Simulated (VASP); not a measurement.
# ZrTaZn4 (F-43m) in VASP: notebook

ZrTaZn4 is run at these levels: PBE; tasks: single point.

Everything below comes from runs of VASP 6.6.1. Logs are shortened: lines on timing, memory, paths and dates and some standing lists are left out, and cuts for length are marked.

## Step 1: The cell of the first run

The structure is cubic, space group F-43m (No. 216). Conventional cell: a = 6.933 Å, b = 6.933 Å, c = 6.933 Å, α = 90.00°, β = 90.00°, γ = 90.00°. Zr (site symmetry -43m) has 12 Zn at 2.88 Å and 4 Ta at 3.00 Å within 3.8 Å. Ta (site symmetry -43m) has 12 Zn at 2.87 Å and 4 Zr at 3.00 Å within 3.8 Å. Zn (site symmetry 3m) has 6 Zn at 2.44 to 2.47 Å and 3 Ta at 2.87 Å and 3 Zr at 2.88 Å within 3.2 Å.

## Step 2: Single point, PBE

Input file INCAR:

```
SYSTEM = ZrTaZn4
PREC = Accurate
ENCUT = 520
EDIFF = 1E-7
ISMEAR = 0
SIGMA = 0.1
LREAL = .FALSE.
LASPH = .TRUE.
NELM = 60
ALGO = Normal
ISIF = 2
LWAVE = .FALSE.
LCHARG = .FALSE.
GGA = PE
NBANDS = 44
```

Input file KPOINTS:

```
regular mesh
0
G
  4 4 4
  0 0 0
```

Input file POSCAR:

```
ZrTaZn4
1.0
    0.0000000000      3.4663775666      3.4663775666
    3.4663775666      0.0000000000      3.4663775666
    3.4663775666      3.4663775666      0.0000000000
Zr Ta Zn
1 1 4
Direct
    0.2500000000      0.2500000000      0.2500000000
    0.0000000000      0.0000000000      0.0000000000
    0.6257700000      0.1226900000      0.6257700000
    0.6257700000      0.6257700000      0.1226900000
    0.6257700000      0.6257700000      0.6257700000
    0.1226900000      0.6257700000      0.6257700000
```

Potentials or basis: VASP PAW PBE potentials, release 64 (Zr_sv, Ta_pv, Zn).

Command:

```
$ cat potpaw_PBE.64/Zr_sv/POTCAR potpaw_PBE.64/Ta_pv/POTCAR potpaw_PBE.64/Zn/POTCAR > POTCAR
$ mpirun -np 1 vasp_std > vasp.out
```

OUTCAR:

```text
SYSTEM = ZrTaZn4
   PREC = Accurate
   ENCUT = 520
   EDIFF = 1E-7
   ISMEAR = 0
   LREAL = .FALSE.
   LASPH = .TRUE.
   NELM = 60
   ISIF = 2
   GGA = PE

 ion  position               nearest neighbor table
   1  0.250  0.250  0.250-   4 2.88   4 2.88   3 2.88   6 2.88   3 2.88   6 2.88   5 2.88   5 2.88
                             5 2.88   3 2.88   4 2.88   6 2.88   2 3.00   2 3.00   2 3.00   2 3.00
   2  0.000  0.000  0.000-   3 2.87   4 2.87   6 2.87   5 2.87   5 2.87   5 2.87   6 2.87   3 2.87
                             4 2.87   6 2.87   3 2.87   4 2.87   1 3.00   1 3.00   1 3.00   1 3.00
   3  0.626  0.123  0.626-   4 2.44   5 2.44   6 2.44   4 2.47   5 2.47   6 2.47   2 2.87   2 2.87
                             2 2.87   1 2.88   1 2.88   1 2.88
   4  0.626  0.626  0.123-   3 2.44   5 2.44   6 2.44   5 2.47   3 2.47   6 2.47   2 2.87   2 2.87
                             2 2.87   1 2.88   1 2.88   1 2.88
   5  0.626  0.626  0.626-   3 2.44   4 2.44   6 2.44   4 2.47   3 2.47   6 2.47   2 2.87   2 2.87
                             2 2.87   1 2.88   1 2.88   1 2.88
   6  0.123  0.626  0.626-   3 2.44   4 2.44   5 2.44   5 2.47   4 2.47   3 2.47   2 2.87   2 2.87
                             2 2.87   1 2.88   1 2.88   1 2.88

  LATTYP: Found a face centered cubic cell.
 ALAT       =     6.9327551332

  Lattice vectors:

 A1 = (   0.0000000000,   3.4663775666,   3.4663775666)
 A2 = (   3.4663775666,   0.0000000000,   3.4663775666)
 A3 = (   3.4663775666,   3.4663775666,   0.0000000000)

Analysis of symmetry for initial positions (statically):
=====================================================================
 Subroutine PRICEL returns:
 Original cell was already a primitive cell.

 Routine SETGRP: Setting up the symmetry group for a
 face centered cubic supercell.

 Subroutine GETGRP returns: Found 24 space group operations
 (whereof 24 operations were pure point group operations)
 out of a pool of 48 trial point group operations.

The static configuration has the point symmetry T_d .

Analysis of symmetry for dynamics (positions and initial velocities):
=====================================================================
 Subroutine PRICEL returns:
 Original cell was already a primitive cell.

 Routine SETGRP: Setting up the symmetry group for a
 face centered cubic supercell.

 Subroutine GETGRP returns: Found 24 space group operations
 (whereof 24 operations were pure point group operations)
 out of a pool of 48 trial point group operations.

The dynamic configuration has the point symmetry T_d .

 Subroutine INISYM returns: Found 24 space group operations
 (whereof 24 operations are pure point group operations),
 and found     1 'primitive' translations

----------------------------------------------------------------------------------------

                                     Primitive cell

  volume of cell :      83.3024

  direct lattice vectors                    reciprocal lattice vectors
     0.000000000  3.466377567  3.466377567    -0.144242798  0.144242798  0.144242798
     3.466377567  0.000000000  3.466377567     0.144242798 -0.144242798  0.144242798
     3.466377567  3.466377567  0.000000000     0.144242798  0.144242798 -0.144242798

  length of vectors
     4.902198167  4.902198167  4.902198167     0.249835855  0.249835855  0.249835855

  position of ions in fractional coordinates (direct lattice)
     0.250000000  0.250000000  0.250000000
     0.000000000  0.000000000  0.000000000
     0.625770000  0.122690000  0.625770000
     0.625770000  0.625770000  0.122690000
     0.625770000  0.625770000  0.625770000
     0.122690000  0.625770000  0.625770000

  ion indices of the primitive-cell ions
   primitive index   ion index
                 1           1
                 2           2
                 3           3
                 4           4
                 5           5
                 6           6

----------------------------------------------------------------------------------------

 KPOINTS: regular mesh

Automatic generation of k-mesh.
 Grid dimensions read from file:
 generate k-points for:    4    4    4

 Generating k-lattice:

  Cartesian coordinates                     Fractional coordinates (reciprocal lattice)
    -0.036060700  0.036060700  0.036060700     0.250000000  0.000000000  0.000000000
     0.036060700 -0.036060700  0.036060700     0.000000000  0.250000000  0.000000000
     0.036060700  0.036060700 -0.036060700     0.000000000  0.000000000  0.250000000

  Length of vectors
     0.062458964  0.062458964  0.062458964

  Shift w.r.t. Gamma in fractional coordinates (k-lattice)
     0.000000000  0.000000000  0.000000000

 Subroutine IBZKPT returns following result:
 ===========================================

 Found      8 irreducible k-points:

 Following reciprocal coordinates:
            Coordinates               Weight
  0.000000  0.000000  0.000000      1.000000
  0.250000  0.000000  0.000000      8.000000
  0.500000  0.000000  0.000000      4.000000
  0.250000  0.250000  0.000000      6.000000
  0.500000  0.250000  0.000000     24.000000
 -0.250000  0.250000  0.000000     12.000000
  0.500000  0.500000  0.000000      3.000000
 -0.250000  0.500000  0.250000      6.000000
   k-points           NKPTS =      8   k-points in BZ     NKDIM =      8   number of bands    NBANDS=     44
   number of dos      NEDOS =    301   number of ions     NIONS =      6
   total plane-waves  NPLWV =  46656
   dimension x,y,z NGX =    36 NGY =   36 NGZ =   36
   dimension x,y,z NGXF=    72 NGYF=   72 NGZF=   72
   ions per type =               1   1   4
   NGX,Y,Z   is equivalent  to a cutoff of  12.21, 12.21, 12.21 a.u.
   NGXF,Y,Z  is equivalent  to a cutoff of  24.42, 24.42, 24.42 a.u.
 SYSTEM =  ZrTaZn4
   PREC   = accura    normal or accurate (medium, high low for compatibility)
   ISTART =      0    job   : 0-new  1-cont  2-samecut
   ICHARG =      2    charge: 1-file 2-atom 10-const
   ISPIN  =      1    spin polarized calculation?
   LNONCOLLINEAR =      F non collinear calculations
   LSORBIT =      F    spin-orbit coupling
   LASPH  =      T    aspherical Exc in radial PAW
   ENCUT  =  520.0 eV  38.22 Ry    6.18 a.u.   9.11  9.11  9.11*2*pi/ulx,y,z
   NELM   =     60;   NELMIN=  2; NELMDL= -5     # of ELM steps
   EDIFF  = 0.1E-06   stopping-criterion for ELM
   LREAL  =      F    real-space projection
   EDIFFG = 0.1E-05   stopping-criterion for IOM
   NSW    =      0    number of steps for IOM
   IBRION =     -1    ionic relax: 0-MD 1-quasi-New 2-CG
   NFREE  =      0    steps in history (QN), initial steepest desc. (CG)
   ISIF   =      2    stress and relaxation
   ISYM   =      2    0-nonsym 1-usesym 2-fastsym
   POTIM  = 0.5000    time-step for ionic-motion
   TEBEG  =    0.0;   TEEND  =   0.0 temperature during run
   PSTRESS=    0.0 pullay stress
   NELECT =      71.0000    total number of electrons
   NUPDOWN=      -1.0000    fix difference up-down
   EMIN   =  10.00;   EMAX   =-10.00  energy-range for DOS
   EFERMI =   0.00;   METHOD = LEGACY
   ISMEAR =     0;   SIGMA  =   0.10  broadening in eV -4-tet -1-fermi 0-gaus
   EFERMI_NEDOS =   21; number of points for ismear=-14 and -15
   IALGO  =     38    algorithm
   IMIX   =      4    mixing-type and parameters
     AMIX     =   0.40;   BMIX     =  1.00
     AMIX_MAG =   1.60;   BMIX_MAG =  1.00
  volume/ion in A,a.u.               =      13.88        93.69
  Fermi-wavevector in a.u.,A,eV,Ry     =   1.552179  2.933193 32.779959  2.409259
  Thomas-Fermi vector in A             =   2.656591
   LORBIT       =      0    0 simple, 1 ext, 2 COOP (PROOUT), +10 PAW based schemes
   GGA     = PE    functional components
   LHFCALC =     F    Hartree Fock is set to
   AEXX    =    0.0000 exact exchange contribution
   IVDW    =     0    specifies the selected vdW correction
   LEPSILON=     F    determine dielectric tensor
   LRPA    =     F    only Hartree local field effects (RPA)
 non-spin polarized calculation
 Gauss-broadening in eV      SIGMA  =   0.10
  energy-cutoff  :      520.00
  volume of cell :       83.30
 maximum number of plane-waves:      2272
   NGX = 19   NGY = 19   NGZ = 19

 number of electron      71.0000024 magnetization

 Free energy of the ion-electron system (eV)
  ---------------------------------------------------
  ext. energy  EPLUGINS =         0.00000000
  ---------------------------------------------------
  free energy    TOTEN  =       -24.88053985 eV

  energy without entropy =      -24.83017056  energy(sigma->0) =      -24.85535520

 E-fermi :   6.0918     XC(G=0): -12.7502

 val. band max:        6.0863817511   @ k =   0.5000   0.0000   0.0000
 cond. band min:       6.2722198802   @ k =   0.5000   0.5000   0.0000
 fundamental gap:      0.1858381291
 Fermi energy:         6.0917685720

 k-point     1 :       0.0000    0.0000    0.0000
  band No.  band energies     occupation
      1     -41.7369      2.00000
      2     -27.7528      2.00000
      3     -27.7528      2.00000
      4     -27.7528      2.00000
      5     -19.8923      2.00000
      6     -19.8923      2.00000
[... 36 lines left out ...]
     43      10.7647      0.00000
     44      13.6371      0.00000

 k-point     2 :       0.2500    0.0000    0.0000
  band No.  band energies     occupation
      1     -41.7369      2.00000
      2     -27.7536      2.00000
      3     -27.7536      2.00000
      4     -27.7536      2.00000
      5     -19.9005      2.00000
      6     -19.8910      2.00000
[... 36 lines left out ...]
     43      11.2310      0.00000
     44      11.6804      0.00000

 k-point     3 :       0.5000    0.0000    0.0000
  band No.  band energies     occupation
      1     -41.7370      2.00000
      2     -27.7545      2.00000
      3     -27.7543      2.00000
      4     -27.7543      2.00000
      5     -19.9081      2.00000
      6     -19.8897      2.00000
[... 224 lines left out ...]
     43      10.9601      0.00000
     44      14.5461      0.00000

 k-point     8 :      -0.2500    0.5000    0.2500
  band No.  band energies     occupation
      1     -41.7370      2.00000
      2     -27.7583      2.00000
      3     -27.7567      2.00000
      4     -27.7496      2.00000
      5     -19.9063      2.00000
      6     -19.8954      2.00000
[... 36 lines left out ...]
     43      11.9527      0.00000
     44      12.7807      0.00000

------------------------ aborting loop because EDIFF is reached ----------------------------------------

  FORCE on cell =-STRESS in cart. coord.  units (eV):
  Direction    XX          YY          ZZ          XY          YZ          ZX
  --------------------------------------------------------------------------------------
  -------------------------------------------------------------------------------------
  Total       12.2598863     12.2598863     12.2598863     -0.0000000      0.0000000     -0.0000000
  in kB      235.7976276    235.7976276    235.7976276     -0.0000000      0.0000000     -0.0000000
  external PRESSURE =     235.7976276 kB  Pullay stress =       0.0000000 kB

 VOLUME and BASIS-vectors are now :
 -----------------------------------------------------------------------------
  energy-cutoff  :      520.00
  volume of cell :       83.30
      direct lattice vectors                 reciprocal lattice vectors
     0.000000000  3.466377567  3.466377567    -0.144242798  0.144242798  0.144242798
     3.466377567  0.000000000  3.466377567     0.144242798 -0.144242798  0.144242798
     3.466377567  3.466377567  0.000000000     0.144242798  0.144242798 -0.144242798

 POSITION                                       TOTAL-FORCE (eV/Angst)
 -----------------------------------------------------------------------------------
      1.73319      1.73319      1.73319         0.000000      0.000000      0.000000
      0.00000      0.00000      0.00000         0.000000      0.000000      0.000000
      2.59444      4.33831      2.59444         0.106234     -0.106234      0.106234
      2.59444      2.59444      4.33831         0.106234      0.106234     -0.106234
      4.33831      4.33831      4.33831        -0.106234     -0.106234     -0.106234
      4.33831      2.59444      2.59444        -0.106234      0.106234      0.106234
 -----------------------------------------------------------------------------------
    total drift:                                0.000001      0.000001      0.000001

  FREE ENERGIE OF THE ION-ELECTRON SYSTEM (eV)
  ---------------------------------------------------
  free  energy   TOTEN  =       -24.8805398461 eV

  energy  without entropy=      -24.8301705620  energy(sigma->0) =      -24.85535520
```

Run time: 22 s. Hardware: 1 thread of Intel Xeon 6975P-C (Granite Rapids), shared host; peak memory 0.21 GiB.

What came out:

```yaml
Free_energy: -24.8805 eV
Pressure: 23.6 GPa
Largest_force: 0.184 eV/Å
```

Forces in eV/Å, atoms in the order of the input:
```
Zr   0.000  0.000  0.000
Ta   0.000  0.000  0.000
Zn   0.106 -0.106  0.106
Zn   0.106  0.106 -0.106
Zn  -0.106 -0.106 -0.106
Zn  -0.106  0.106  0.106
```

Caveat: the k points lie up to 0.39 Å⁻¹ apart; spin-orbit coupling is left out, which moves the levels of the heavy elements.

(Continued in part 2 of 2.)
